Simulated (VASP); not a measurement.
# RbBr (Imm2) in VASP: a series of runs

Aim: see how the results for RbBr move with the level of theory and the settings. Levels: PBE, r2SCAN. Tasks: single point.

Program: VASP 6.6.1. These are calculated values, not measurements. Logs are shortened: lines on timing, memory, paths and dates and some standing lists are left out, and cuts for length are marked.

## 1. The cell of the first run

Symmetry: Imm2, No. 44, orthorhombic system. The conventional cell has a = 5.419 Å, b = 5.526 Å, c = 7.739 Å, α = 90.00°, β = 90.00°, γ = 90.00°. Within 4.4 Å of Rb (site symmetry mm2) lie 4 Br at 3.35 Å. Within 4.4 Å of Br (site symmetry mm2) lie 4 Rb at 3.35 Å.

## 2. Single point, PBE (shear xy strain -1.9%)

Input file INCAR:

```
ALGO = Normal ; EDIFF = 1E-6
ENCUT = 520 ; GGA = PE
ISIF = 2 ; ISMEAR = -1
LASPH = True ; LCHARG = False
LREAL = False ; LWAVE = False
NBANDS = 15 ; NELM = 80
PREC = Accurate ; SIGMA = 0.02
```

Input file KPOINTS:

```
k-points
0
Gamma
  6 6 6
```

Input file POSCAR:

```
RbBr
1.0
   -0.0377275944      3.8694968646      3.8694968646
    3.8694968646     -0.0377275944      3.8694968646
    3.8317692702      3.8317692702      0.0000000000
Rb Br
1 1
Direct
   -0.0021876755     -0.0021876755      0.0021876755
    0.2521876755      0.2521876755      0.2478123245
```

Potentials or basis: VASP PAW PBE potentials, release 64 (Rb_sv, Br).

The run is started by

```
$ cat potpaw_PBE.64/Rb_sv/POTCAR potpaw_PBE.64/Br/POTCAR > POTCAR
$ mpirun -np 1 vasp_std > vasp.out
```

OUTCAR:

```text
EDIFF = 1E-6
   ENCUT = 520
   GGA = PE
   ISIF = 2
   ISMEAR = -1
   LASPH = True
   LREAL = False
   NELM = 80
   PREC = Accurate

 ion  position               nearest neighbor table
   1  0.998  0.998  0.002-   2 3.35   2 3.35   2 3.35   2 3.35
   2  0.252  0.252  0.248-   1 3.35   1 3.35   1 3.35   1 3.35

  LATTYP: Found a body centered orthorhombic cell.
 ALAT       =     5.4189400698
 B/A-ratio  =     1.0196919970
 C/A-ratio  =     1.4281379070

  Lattice vectors:

 A1 = (   0.0377275944,  -3.8694968646,  -3.8694968646)
 A2 = (  -0.0377275944,   3.8694968646,  -3.8694968646)
 A3 = (   3.8694968646,  -0.0377275944,   3.8694968646)

Analysis of symmetry for initial positions (statically):
=====================================================================
 Subroutine PRICEL returns:
 Original cell was already a primitive cell.

 Routine SETGRP: Setting up the symmetry group for a
 body centered orthorhombic supercell.

 Subroutine GETGRP returns: Found  4 space group operations
 (whereof  4 operations were pure point group operations)
 out of a pool of  8 trial point group operations.

The static configuration has the point symmetry C_2v.

Analysis of symmetry for dynamics (positions and initial velocities):
=====================================================================
 Subroutine PRICEL returns:
 Original cell was already a primitive cell.

 Routine SETGRP: Setting up the symmetry group for a
 body centered orthorhombic supercell.

 Subroutine GETGRP returns: Found  4 space group operations
 (whereof  4 operations were pure point group operations)
 out of a pool of  8 trial point group operations.

The dynamic configuration has the point symmetry C_2v.

 Subroutine INISYM returns: Found  4 space group operations
 (whereof  4 operations are pure point group operations),
 and found     1 'primitive' translations

----------------------------------------------------------------------------------------

                                     Primitive cell

  volume of cell :     115.8650

  direct lattice vectors                    reciprocal lattice vectors
    -0.037727594  3.869496865  3.869496865    -0.127968077  0.127968077  0.129215766
     3.869496865 -0.037727594  3.869496865     0.127968077 -0.127968077  0.129215766
     3.831769270  3.831769270  0.000000000     0.130488024  0.130488024 -0.129215766

  length of vectors
     5.472424996  5.472424996  5.418940070     0.222369898  0.222369898  0.225279744

  position of ions in fractional coordinates (direct lattice)
     0.997812325  0.997812325  0.002187675
     0.252187675  0.252187675  0.247812325

  ion indices of the primitive-cell ions
   primitive index   ion index
                 1           1
                 2           2

----------------------------------------------------------------------------------------

 KPOINTS: k-points

Automatic generation of k-mesh.
 Grid dimensions read from file:
 generate k-points for:    6    6    6

 Generating k-lattice:

  Cartesian coordinates                     Fractional coordinates (reciprocal lattice)
    -0.021328013  0.021328013  0.021535961     0.166666667  0.000000000  0.000000000
     0.021328013 -0.021328013  0.021535961     0.000000000  0.166666667  0.000000000
     0.021748004  0.021748004 -0.021535961     0.000000000  0.000000000  0.166666667

  Length of vectors
     0.037061650  0.037061650  0.037546624

  Shift w.r.t. Gamma in fractional coordinates (k-lattice)
     0.000000000  0.000000000  0.000000000

 Subroutine IBZKPT returns following result:
 ===========================================

 Found     46 irreducible k-points:

 Following reciprocal coordinates:
            Coordinates               Weight
  0.000000  0.000000  0.000000      1.000000
  0.166667  0.000000  0.000000      4.000000
  0.333333  0.000000  0.000000      4.000000
  0.500000 -0.000000  0.000000      2.000000
  0.166667  0.166667  0.000000      2.000000
  0.333333  0.166667  0.000000      4.000000
[... 16 lines left out ...]
 -0.166667  0.333333  0.166667      4.000000
  0.500000  0.500000  0.166667      4.000000
 [... further k-points ...]
   k-points           NKPTS =     46   k-points in BZ     NKDIM =     46   number of bands    NBANDS=     15
   number of dos      NEDOS =    301   number of ions     NIONS =      2
   total plane-waves  NPLWV =  70560
   dimension x,y,z NGX =    42 NGY =   42 NGZ =   40
   dimension x,y,z NGXF=    84 NGYF=   84 NGZF=   80
   ions per type =               1   1
   NGX,Y,Z   is equivalent  to a cutoff of  12.76, 12.76, 12.27 a.u.
   NGXF,Y,Z  is equivalent  to a cutoff of  25.52, 25.52, 24.54 a.u.
 SYSTEM =  unknown system
   PREC   = accura    normal or accurate (medium, high low for compatibility)
   ISTART =      0    job   : 0-new  1-cont  2-samecut
   ICHARG =      2    charge: 1-file 2-atom 10-const
   ISPIN  =      1    spin polarized calculation?
   LNONCOLLINEAR =      F non collinear calculations
   LSORBIT =      F    spin-orbit coupling
   LASPH  =      T    aspherical Exc in radial PAW
   ENCUT  =  520.0 eV  38.22 Ry    6.18 a.u.  10.18 10.18 10.08*2*pi/ulx,y,z
   NELM   =     80;   NELMIN=  2; NELMDL= -5     # of ELM steps
   EDIFF  = 0.1E-05   stopping-criterion for ELM
   LREAL  =      F    real-space projection
[... 7 lines left out ...]
   TEBEG  =    0.0;   TEEND  =   0.0 temperature during run
   PSTRESS=    0.0 pullay stress
   NELECT =      16.0000    total number of electrons
   NUPDOWN=      -1.0000    fix difference up-down
   EMIN   =  10.00;   EMAX   =-10.00  energy-range for DOS
   EFERMI =   0.00;   METHOD = LEGACY
   ISMEAR =    -1;   SIGMA  =   0.02  broadening in eV -4-tet -1-fermi 0-gaus
   EFERMI_NEDOS =   21; number of points for ismear=-14 and -15
   IALGO  =     38    algorithm
   IMIX   =      4    mixing-type and parameters
     AMIX     =   0.40;   BMIX     =  1.00
     AMIX_MAG =   1.60;   BMIX_MAG =  1.00
  volume/ion in A,a.u.               =      57.93       390.95
  Fermi-wavevector in a.u.,A,eV,Ry     =   0.846183  1.599053  9.742111  0.716025
  Thomas-Fermi vector in A             =   1.961489
   LORBIT       =      0    0 simple, 1 ext, 2 COOP (PROOUT), +10 PAW based schemes
   GGA     = PE    functional components
   LHFCALC =     F    Hartree Fock is set to
   AEXX    =    0.0000 exact exchange contribution
   IVDW    =     0    specifies the selected vdW correction
   LEPSILON=     F    determine dielectric tensor
   LRPA    =     F    only Hartree local field effects (RPA)
 non-spin polarized calculation
  energy-cutoff  :      520.00
  volume of cell :      115.86
 maximum number of plane-waves:      3136
 NGX is ok and might be reduce to    42
   NGX = 21   NGY = 21   NGZ = 21

 number of electron      16.0000000 magnetization

 Free energy of the ion-electron system (eV)
  ---------------------------------------------------
  ext. energy  EPLUGINS =         0.00000000
  ---------------------------------------------------
  free energy    TOTEN  =        -5.92726751 eV

  energy without entropy =       -5.92726751  energy(sigma->0) =       -5.92726751

 E-fermi :  -2.6152     XC(G=0):  -5.7340

 val. band max:       -3.0705344582   @ k =   0.5000   0.5000   0.0000
 cond. band min:       0.9939181113   @ k =   0.0000   0.0000   0.0000
 fundamental gap:      4.0644525695
 Fermi energy:        -2.6152322465

 k-point     1 :       0.0000    0.0000    0.0000
  band No.  band energies     occupation
      1     -27.6704      2.00000
      2     -14.9541      2.00000
      3     -11.7783      2.00000
      4     -11.7773      2.00000
      5     -11.7764      2.00000
      6      -3.1781      2.00000
      7      -3.1679      2.00000
      8      -3.1568      2.00000
      9       0.9939      0.00000
     10       5.0751      0.00000
     11       5.0792      0.00000
     12       6.0214      0.00000
     13       6.0433      0.00000
     14       6.0641      0.00000
     15       6.9055      0.00000

 k-point     2 :       0.1667    0.0000    0.0000
  band No.  band energies     occupation
      1     -27.6699      2.00000
      2     -14.9655      2.00000
      3     -11.7813      2.00000
      4     -11.7799      2.00000
      5     -11.7635      2.00000
      6      -3.2439      2.00000
      7      -3.1577      2.00000
      8      -3.1456      2.00000
      9       1.3804      0.00000
     10       4.8110      0.00000
     11       4.8483      0.00000
     12       5.6654      0.00000
     13       6.1708      0.00000
     14       6.4849      0.00000
     15       6.4866      0.00000

 k-point     3 :       0.3333    0.0000    0.0000
  band No.  band energies     occupation
      1     -27.6689      2.00000
      2     -14.9881      2.00000
      3     -11.7872      2.00000
      4     -11.7856      2.00000
      5     -11.7382      2.00000
      6      -3.3470      2.00000
      7      -3.1318      2.00000
      8      -3.1240      2.00000
      9       2.2751      0.00000
     10       4.4169      0.00000
     11       4.6523      0.00000
     12       4.7438      0.00000
     13       6.0618      0.00000
     14       6.2960      0.00000
     15       6.3749      0.00000

 k-point     4 :       0.5000   -0.0000    0.0000
  band No.  band energies     occupation
      1     -27.6684      2.00000
      2     -14.9992      2.00000
      3     -11.7902      2.00000
      4     -11.7885      2.00000
      5     -11.7261      2.00000
      6      -3.3846      2.00000
      7      -3.1192      2.00000
      8      -3.1136      2.00000
      9       3.1827      0.00000
     10       3.3777      0.00000
     11       4.6655      0.00000
     12       4.7970      0.00000
     13       6.0526      0.00000
     14       6.1089      0.00000
     15       6.5906      0.00000
[... 307 lines left out ...]
 k-point    22 :      -0.3333    0.3333    0.1667
  band No.  band energies     occupation
      1     -27.6678      2.00000
      2     -15.0088      2.00000
      3     -11.8169      2.00000
      4     -11.8009      2.00000
      5     -11.6837      2.00000
      6      -3.3378      2.00000
      7      -3.2076      2.00000
      8      -3.0898      2.00000
      9       3.0436      0.00000
     10       3.6616      0.00000
     11       4.6217      0.00000
     12       5.1705      0.00000
     13       6.1329      0.00000
     14       6.3252      0.00000
     15       6.8974      0.00000

 k-point    23 :      -0.1667    0.3333    0.1667
  band No.  band energies     occupation
      1     -27.6682      2.00000
      2     -15.0022      2.00000
      3     -11.8094      2.00000
      4     -11.7971      2.00000
      5     -11.6972      2.00000
      6      -3.3628      2.00000
      7      -3.1638      2.00000
      8      -3.1002      2.00000
      9       2.8065      0.00000
     10       3.7160      0.00000
     11       4.5738      0.00000
     12       5.1825      0.00000
     13       6.3111      0.00000
     14       6.4372      0.00000
     15       6.7848      0.00000

 k-point    24 :       0.5000    0.5000    0.1667
  band No.  band energies     occupation
      1     -27.6678      2.00000
      2     -15.0080      2.00000
      3     -11.8122      2.00000
      4     -11.8022      2.00000
      5     -11.6900      2.00000
      6      -3.4174      2.00000
      7      -3.1184      2.00000
      8      -3.0989      2.00000
      9       2.9191      0.00000
     10       3.6418      0.00000
     11       4.8429      0.00000
     12       5.4568      0.00000
     13       6.2779      0.00000
     14       6.4193      0.00000
     15       6.4481      0.00000

 [... further k-points ...]
[... 5 lines left out ...]
  --------------------------------------------------------------------------------------
  -------------------------------------------------------------------------------------
  Total        0.1332116      0.1332116      0.1322884      0.0266240      0.0000000      0.0000000
  in kB        1.8420464      1.8420464      1.8292801      0.3681553      0.0000000      0.0000000
  external PRESSURE =       1.8377910 kB  Pullay stress =       0.0000000 kB

 VOLUME and BASIS-vectors are now :
 -----------------------------------------------------------------------------
  energy-cutoff  :      520.00
  volume of cell :      115.86
      direct lattice vectors                 reciprocal lattice vectors
    -0.037727594  3.869496865  3.869496865    -0.127968077  0.127968077  0.129215766
     3.869496865 -0.037727594  3.869496865     0.127968077 -0.127968077  0.129215766
     3.831769270  3.831769270  0.000000000     0.130488024  0.130488024 -0.129215766

 POSITION                                       TOTAL-FORCE (eV/Angst)
 -----------------------------------------------------------------------------------
      3.83177      3.83177      7.72206         0.000000      0.000000     -0.001193
      1.91588      1.91588      1.95168        -0.000000     -0.000000      0.001193
 -----------------------------------------------------------------------------------
    total drift:                               -0.000004     -0.000004      0.000094

  FREE ENERGIE OF THE ION-ELECTRON SYSTEM (eV)
  ---------------------------------------------------
  free  energy   TOTEN  =        -5.9272675140 eV

  energy  without entropy=       -5.9272675140  energy(sigma->0) =       -5.92726751
```

Run time: 54 s. Hardware: 1 thread of Intel Xeon Platinum 8259CL at 2.50GHz (Skylake/Cascade Lake), shared host; peak memory 0.29 GiB.

Results:

```
Free energy            : -5.9273 eV
Pressure               : 0.2 GPa
Band gap on the k mesh : 4.06 eV (least direct gap 4.15 eV)
```

Caveat: the cell differs from its parent crystal (shear xy strain -1.9%); the structure was generated, so it needn't be the stable form of RbBr.

## 3. Single point, r2SCAN (shear xy strain -1.9%)

POSCAR is that of step 2.

Input file INCAR.step1:

```
  ALGO = Normal
  EDIFF = 1E-4
  ENCUT = 520
  GGA = PE
  ISMEAR = 0
  LASPH = T
  LCHARG = F
  LREAL = F
  LWAVE = T
  NBANDS = 15
  NELM = 100
  PREC = Accurate
  SIGMA = 0.01
```

Input file INCAR.step2:

```
  ALGO = Normal
  EDIFF = 1E-7
  ENCUT = 520
  ISIF = 2
  ISMEAR = 0
  ISTART = 1
  LASPH = T
  LCHARG = T
  LELF = T
  LMIXTAU = T
  LREAL = F
  LVHAR = T
  LWAVE = F
  METAGGA = R2SCAN
  NBANDS = 15
  NELM = 100
  PREC = Accurate
  SIGMA = 0.01
```

KPOINTS is that of step 2.

Potentials or basis: VASP PAW PBE potentials, release 64 (Rb_sv, Br).

The run is started by

```
$ cat potpaw_PBE.64/Rb_sv/POTCAR potpaw_PBE.64/Br/POTCAR > POTCAR
$ cp INCAR.step1 INCAR
$ mpirun -np 1 vasp_std > vasp.out
$ cp INCAR.step2 INCAR
$ mpirun -np 1 vasp_std > vasp.out
```

Run time: 4.3 min. Hardware: 1 thread of Intel Xeon Platinum 8259CL at 2.50GHz (Skylake/Cascade Lake), shared host; peak memory 0.32 GiB.

The run converged. Its results:

```
Free energy            : -30.8788 eV
Pressure               : 0.0 GPa
Band gap on the k mesh : 4.64 eV (least direct gap 4.72 eV)
```

Levels at points of the mesh, in eV from the valence-band top:
| k point | band 4 | band 5 | band 6 | band 7 | band 8 | band 9 | band 10 | band 11 | band 12 | band 13 |
| --- | --- | --- | --- | --- | --- | --- | --- | --- | --- | --- |
| (0.00, 0.00, 0.00) | -8.93 | -8.93 | -0.10 | -0.09 | -0.08 | 4.64 | 8.88 | 8.88 | 9.81 | 9.83 |
| (0.50, 0.00, 0.00) | -8.94 | -8.88 | -0.30 | -0.05 | -0.04 | 6.92 | 6.93 | 8.40 | 8.54 | 9.92 |
| (0.50, 0.50, 0.00) | -8.96 | -8.84 | -0.38 | -0.02 | 0.00 | 6.38 | 7.28 | 9.37 | 9.77 | 9.79 |
| (0.00, 0.00, 0.50) | -8.94 | -8.89 | -0.28 | -0.06 | -0.05 | 6.94 | 6.97 | 8.39 | 8.53 | 9.97 |
| (0.50, 0.00, 0.50) | -8.96 | -8.84 | -0.38 | -0.01 | -0.01 | 6.39 | 7.28 | 9.37 | 9.75 | 9.80 |

Caveat: the cell differs from its parent crystal (shear xy strain -1.9%); the structure was generated, so it needn't be the stable form of RbBr; the PAW data sets were made with another functional, which shifts forces and pressure a little. A k mesh can miss the band edges.
